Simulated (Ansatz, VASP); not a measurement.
Two plane-wave programs on Si

```
Si
1.0
    -1.59370    1.59370    1.29338
     1.59370   -1.59370    1.29338
     1.59370    1.59370   -1.29338
Si
1
Direct
  0.00000 0.00000 0.00000
```

Alike in both runs: task single point; functional PBE0; k mesh 8 × 8 × 8; occupations fermi-dirac, width 0.05 eV; no spin polarisation.

|  | VASP | Ansatz |
| --- | --- | --- |
| version | VASP 6.6.1 | Ansatz 0.2.0 |
| potentials or method | VASP PAW PBE potentials, release 64 (Si) | Ansatz PAW |
| plane-wave cutoff (eV) | 520 | 420 |
| valence electrons in the cell | 4 | 4 |

Ansatz gave:

| Item | Value |
| --- | --- |
| gap on the k mesh at the Fermi level (eV) | none |
| pressure (GPa) | 8.1 |
| traceless stress, the component that is largest in VASP (GPa) | -4.21 |

Question: What did VASP give for the same quantities?

Answer: gap on the k mesh at the Fermi level (eV): none; pressure (GPa): 7.8; traceless stress, the component that is largest in VASP (GPa): -4.27.

A gap of «none» marks a metal or a gap that the smearing closes. With one functional, cell and mesh, what is left measures potentials, basis and numerics.

The k mesh is coarse, so the values compare programs but aren't converged.
